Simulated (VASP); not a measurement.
# ZnO (P6_3mc) in VASP: single point with LDA

Aim: the single point of ZnO with LDA.

Program: VASP 6.6.1. These are calculated values, not measurements. Logs are shortened: lines on timing, memory, paths and dates and some standing lists are left out, and cuts for length are marked.

### 1 The cell of the first run

It takes space group P6_3mc (No. 186, hexagonal). The conventional cell has a = 3.249 Å, b = 3.249 Å, c = 5.204 Å, α = 90.00°, β = 90.00°, γ = 120.00°. Within 2.6 Å of Zn (site symmetry 3m) lie 4 O at 1.97 to 1.99 Å. Within 2.6 Å of O (site symmetry 3m) lie 4 Zn at 1.97 to 1.99 Å.

### 2 Single point, LDA

The input, INCAR:

```
ALGO = Normal
EDIFF = 1E-7
ENCUT = 520
ISIF = 2
ISMEAR = 0
LASPH = True
LCHARG = True
LELF = True
LREAL = False
LVHAR = True
LWAVE = False
NBANDS = 26
NELM = 100
PREC = Accurate
SIGMA = 0.01
```

The input, KPOINTS:

```
k-points
0
Gamma
  9 9 6
```

The input, POSCAR:

```
ZnO
1.0
    3.2494000000      0.0000000000      0.0000000000
   -1.6247000000      2.8140629471      0.0000000000
    0.0000000000      0.0000000000      5.2038000000
Zn O
2 2
Direct
    0.3333333333      0.6666666667      0.0000000000
    0.6666666667      0.3333333333      0.5000000000
    0.3333333333      0.6666666667      0.3821000000
    0.6666666667      0.3333333333      0.8821000000
```

Potentials or basis: VASP PAW LDA potentials, release 64 (Zn, O).

Command:

```bash
$ cat potpaw_LDA.64/Zn/POTCAR potpaw_LDA.64/O/POTCAR > POTCAR
$ mpirun -np 1 vasp_std > vasp.out
```

OUTCAR:

```text
EDIFF = 1E-7
   ENCUT = 520
   ISIF = 2
   ISMEAR = 0
   LASPH = True
   LREAL = False
   NELM = 100
   PREC = Accurate

 ion  position               nearest neighbor table
   1  0.333  0.667  0.000-   4 1.97   4 1.97   4 1.97   3 1.99
   2  0.667  0.333  0.500-   3 1.97   3 1.97   3 1.97   4 1.99
   3  0.333  0.667  0.382-   2 1.97   2 1.97   2 1.97   1 1.99
   4  0.667  0.333  0.882-   1 1.97   1 1.97   1 1.97   2 1.99

  LATTYP: Found a hexagonal cell.
 ALAT       =     3.2494000000
 C/A-ratio  =     1.6014648858

  Lattice vectors:

 A1 = (   3.2494000000,   0.0000000000,   0.0000000000)
 A2 = (  -1.6247000000,   2.8140629471,   0.0000000000)
 A3 = (   0.0000000000,   0.0000000000,   5.2038000000)

Analysis of symmetry for initial positions (statically):
=====================================================================
 Subroutine PRICEL returns:
 Original cell was already a primitive cell.

 Routine SETGRP: Setting up the symmetry group for a
 hexagonal supercell.

 Subroutine GETGRP returns: Found 12 space group operations
 (whereof  6 operations were pure point group operations)
 out of a pool of 24 trial point group operations.

The static configuration has the point symmetry C_3v.
 The point group associated with its full space group is C_6v.

Analysis of symmetry for dynamics (positions and initial velocities):
=====================================================================
 Subroutine PRICEL returns:
 Original cell was already a primitive cell.

 Routine SETGRP: Setting up the symmetry group for a
 hexagonal supercell.

 Subroutine GETGRP returns: Found 12 space group operations
 (whereof  6 operations were pure point group operations)
 out of a pool of 24 trial point group operations.

The dynamic configuration has the point symmetry C_3v.
 The point group associated with its full space group is C_6v.

 Subroutine INISYM returns: Found 12 space group operations
 (whereof  6 operations are pure point group operations),
 and found     1 'primitive' translations

----------------------------------------------------------------------------------------

                                     Primitive cell

  volume of cell :      47.5836

  direct lattice vectors                    reciprocal lattice vectors
     3.249400000  0.000000000  0.000000000     0.307749123  0.177679039  0.000000000
    -1.624700000  2.814062947  0.000000000     0.000000000  0.355358078  0.000000000
     0.000000000  0.000000000  5.203800000     0.000000000  0.000000000  0.192167262

  length of vectors
     3.249400000  3.249400000  5.203800000     0.355358078  0.355358078  0.192167262

  position of ions in fractional coordinates (direct lattice)
     0.333333333  0.666666667  0.000000000
     0.666666667  0.333333333  0.500000000
     0.333333333  0.666666667  0.382100000
     0.666666667  0.333333333  0.882100000

  ion indices of the primitive-cell ions
   primitive index   ion index
                 1           1
                 2           2
                 3           3
                 4           4

----------------------------------------------------------------------------------------

 KPOINTS: k-points

Automatic generation of k-mesh.
 Grid dimensions read from file:
 generate k-points for:    9    9    6

 Generating k-lattice:

  Cartesian coordinates                     Fractional coordinates (reciprocal lattice)
     0.034194347  0.019742115  0.000000000     0.111111111 -0.000000000  0.000000000
     0.000000000  0.039484231  0.000000000     0.000000000  0.111111111  0.000000000
     0.000000000  0.000000000  0.032027877     0.000000000  0.000000000  0.166666667

  Length of vectors
     0.039484231  0.039484231  0.032027877

  Shift w.r.t. Gamma in fractional coordinates (k-lattice)
     0.000000000  0.000000000  0.000000000

 Subroutine IBZKPT returns following result:
 ===========================================

 Found     48 irreducible k-points:

 Following reciprocal coordinates:
            Coordinates               Weight
  0.000000  0.000000  0.000000      1.000000
  0.111111 -0.000000  0.000000      6.000000
  0.222222  0.000000  0.000000      6.000000
  0.333333 -0.000000  0.000000      6.000000
  0.444444  0.000000  0.000000      6.000000
  0.111111  0.111111  0.000000      6.000000
[... 16 lines left out ...]
  0.333333  0.222222  0.166667     24.000000
  0.333333  0.333333  0.166667      4.000000
 [... further k-points ...]
   k-points           NKPTS =     48   k-points in BZ     NKDIM =     48   number of bands    NBANDS=     26
   number of dos      NEDOS =    301   number of ions     NIONS =      4
   total plane-waves  NPLWV =  23040
   dimension x,y,z NGX =    24 NGY =   24 NGZ =   40
   dimension x,y,z NGXF=    48 NGYF=   48 NGZF=   80
   ions per type =               2   2
   NGX,Y,Z   is equivalent  to a cutoff of  12.28, 12.28, 12.78 a.u.
   NGXF,Y,Z  is equivalent  to a cutoff of  24.56, 24.56, 25.56 a.u.
 SYSTEM =  unknown system
   PREC   = accura    normal or accurate (medium, high low for compatibility)
   ISTART =      0    job   : 0-new  1-cont  2-samecut
   ICHARG =      2    charge: 1-file 2-atom 10-const
   ISPIN  =      1    spin polarized calculation?
   LNONCOLLINEAR =      F non collinear calculations
   LSORBIT =      F    spin-orbit coupling
   LASPH  =      T    aspherical Exc in radial PAW
   ENCUT  =  520.0 eV  38.22 Ry    6.18 a.u.   6.04  6.04  9.68*2*pi/ulx,y,z
   NELM   =    100;   NELMIN=  2; NELMDL= -5     # of ELM steps
   EDIFF  = 0.1E-06   stopping-criterion for ELM
   LREAL  =      F    real-space projection
   EDIFFG = 0.1E-05   stopping-criterion for IOM
   NSW    =      0    number of steps for IOM
   IBRION =     -1    ionic relax: 0-MD 1-quasi-New 2-CG
   NFREE  =      0    steps in history (QN), initial steepest desc. (CG)
   ISIF   =      2    stress and relaxation
   ISYM   =      2    0-nonsym 1-usesym 2-fastsym
   POTIM  = 0.5000    time-step for ionic-motion
   TEBEG  =    0.0;   TEEND  =   0.0 temperature during run
   PSTRESS=    0.0 pullay stress
   NELECT =      36.0000    total number of electrons
   NUPDOWN=      -1.0000    fix difference up-down
   EMIN   =  10.00;   EMAX   =-10.00  energy-range for DOS
   EFERMI =   0.00;   METHOD = LEGACY
   ISMEAR =     0;   SIGMA  =   0.01  broadening in eV -4-tet -1-fermi 0-gaus
   EFERMI_NEDOS =   21; number of points for ismear=-14 and -15
   IALGO  =     38    algorithm
   IMIX   =      4    mixing-type and parameters
     AMIX     =   0.40;   BMIX     =  1.00
     AMIX_MAG =   1.60;   BMIX_MAG =  1.00
  volume/ion in A,a.u.               =      11.90        80.28
  Fermi-wavevector in a.u.,A,eV,Ry     =   1.491729  2.818958 30.276420  2.225254
  Thomas-Fermi vector in A             =   2.604347
   LORBIT       =      0    0 simple, 1 ext, 2 COOP (PROOUT), +10 PAW based schemes
   GGA     = CA    functional components
   LHFCALC =     F    Hartree Fock is set to
   AEXX    =    0.0000 exact exchange contribution
   IVDW    =     0    specifies the selected vdW correction
   LEPSILON=     F    determine dielectric tensor
   LRPA    =     F    only Hartree local field effects (RPA)
 non-spin polarized calculation
 Gauss-broadening in eV      SIGMA  =   0.01
  energy-cutoff  :      520.00
  volume of cell :       47.58
 maximum number of plane-waves:      1302
   NGX = 13   NGY = 13   NGZ = 19

 number of electron      36.0000017 magnetization

 Free energy of the ion-electron system (eV)
  ---------------------------------------------------
  ext. energy  EPLUGINS =         0.00000000
  ---------------------------------------------------
  free energy    TOTEN  =       -21.12240627 eV

  energy without entropy =      -21.12240627  energy(sigma->0) =      -21.12240627

 E-fermi :   0.9813     XC(G=0): -11.4650

 val. band max:        0.8821745090   @ k =   0.0000   0.0000   0.0000
 cond. band min:       1.6248457429   @ k =   0.0000   0.0000   0.0000
 fundamental gap:      0.7426712339
 Fermi energy:         0.9812849342

 k-point     1 :       0.0000    0.0000    0.0000
  band No.  band energies     occupation
      1     -16.9232      2.00000
      2     -16.1481      2.00000
      3      -4.9029      2.00000
      4      -4.9029      2.00000
      5      -4.8171      2.00000
      6      -4.7987      2.00000
[... 18 lines left out ...]
     25      14.7899      0.00000
     26      14.7899      0.00000

 k-point     2 :       0.1111   -0.0000    0.0000
  band No.  band energies     occupation
      1     -16.8521      2.00000
      2     -16.1169      2.00000
      3      -4.9791      2.00000
      4      -4.8623      2.00000
      5      -4.7808      2.00000
      6      -4.7392      2.00000
[... 18 lines left out ...]
     25      14.9130      0.00000
     26      14.9461      0.00000

 k-point     3 :       0.2222    0.0000    0.0000
  band No.  band energies     occupation
      1     -16.6617      2.00000
      2     -16.0423      2.00000
      3      -5.1276      2.00000
      4      -4.7990      2.00000
      5      -4.7665      2.00000
      6      -4.6411      2.00000
[... 18 lines left out ...]
     25      14.1601      0.00000
     26      14.9571      0.00000

 k-point     4 :       0.3333   -0.0000    0.0000
  band No.  band energies     occupation
      1     -16.4190      2.00000
      2     -15.9735      2.00000
      3      -5.2070      2.00000
      4      -4.8506      2.00000
      5      -4.6782      2.00000
      6      -4.4695      2.00000
[... 18 lines left out ...]
     25      14.1295      0.00000
     26      14.7761      0.00000
[... 496 lines left out ...]
      1     -16.2763      2.00000
      2     -15.9753      2.00000
      3      -5.0366      2.00000
      4      -4.9500      2.00000
      5      -4.5877      2.00000
      6      -4.5508      2.00000
[... 18 lines left out ...]
     25      12.6172      0.00000
     26      15.8189      0.00000

 k-point    23 :       0.3333    0.2222    0.1667
  band No.  band energies     occupation
      1     -16.1191      2.00000
      2     -15.9709      2.00000
      3      -4.9704      2.00000
      4      -4.7756      2.00000
      5      -4.6100      2.00000
      6      -4.4240      2.00000
[... 18 lines left out ...]
     25      13.3733      0.00000
     26      14.8851      0.00000

 k-point    24 :       0.3333    0.3333    0.1667
  band No.  band energies     occupation
      1     -16.0176      2.00000
      2     -16.0176      2.00000
      3      -4.8980      2.00000
      4      -4.6410      2.00000
      5      -4.6410      2.00000
      6      -4.2899      2.00000
[... 18 lines left out ...]
     25      14.0636      0.00000
     26      15.0839      0.00000

 [... further k-points ...]

------------------------ aborting loop because EDIFF is reached ----------------------------------------

  FORCE on cell =-STRESS in cart. coord.  units (eV):
  Direction    XX          YY          ZZ          XY          YZ          ZX
  --------------------------------------------------------------------------------------
  -------------------------------------------------------------------------------------
  Total       -1.8523714     -1.8523714     -1.6718860      0.0000000      0.0000000     -0.0000000
  in kB      -62.3707645    -62.3707645    -56.2936827      0.0000000      0.0000000     -0.0000000
  external PRESSURE =     -60.3450706 kB  Pullay stress =       0.0000000 kB

 VOLUME and BASIS-vectors are now :
 -----------------------------------------------------------------------------
  energy-cutoff  :      520.00
  volume of cell :       47.58
      direct lattice vectors                 reciprocal lattice vectors
     3.249400000  0.000000000  0.000000000     0.307749123  0.177679039  0.000000000
    -1.624700000  2.814062947  0.000000000     0.000000000  0.355358078  0.000000000
     0.000000000  0.000000000  5.203800000     0.000000000  0.000000000  0.192167262

 POSITION                                       TOTAL-FORCE (eV/Angst)
 -----------------------------------------------------------------------------------
     -0.00000      1.87604      0.00000         0.000000      0.000000      0.040877
      1.62470      0.93802      2.60190         0.000000      0.000000      0.040877
     -0.00000      1.87604      1.98837        -0.000000      0.000000     -0.040877
      1.62470      0.93802      4.59027        -0.000000      0.000000     -0.040877
 -----------------------------------------------------------------------------------
    total drift:                               -0.000001     -0.000001     -0.000316

  FREE ENERGIE OF THE ION-ELECTRON SYSTEM (eV)
  ---------------------------------------------------
  free  energy   TOTEN  =       -21.1224062688 eV

  energy  without entropy=      -21.1224062688  energy(sigma->0) =      -21.12240627
```

It took 35 s on 1 thread of Intel Xeon Platinum 8488C (Sapphire Rapids), shared host; peak memory 0.17 GiB.

What came out:

```yaml
Free_energy: -21.1224 eV
Pressure: -6.0 GPa
Largest_force: 0.041 eV/Å
Band_gap_on_the_k_mesh: 0.74 eV, direct
```

Forces in eV/Å, atoms in the order of the input:
```
Zn   0.000  0.000  0.041
Zn   0.000  0.000  0.041
O    0.000  0.000 -0.041
O    0.000  0.000 -0.041
```

Levels at points of the mesh, in eV from the valence-band top:
```csv
k point,band 14,band 15,band 16,band 17,band 18,band 19,band 20,band 21,band 22,band 23
"(0.00, 0.00, 0.00)",-0.80,-0.80,-0.09,0.00,0.00,0.74,5.07,8.11,12.63,12.63
"(0.00, 0.00, 0.50)",-2.26,-0.39,-0.39,-0.39,-0.39,3.39,3.39,9.90,9.90,12.92
```

As with any semilocal functional, this LDA gap is likely too small.
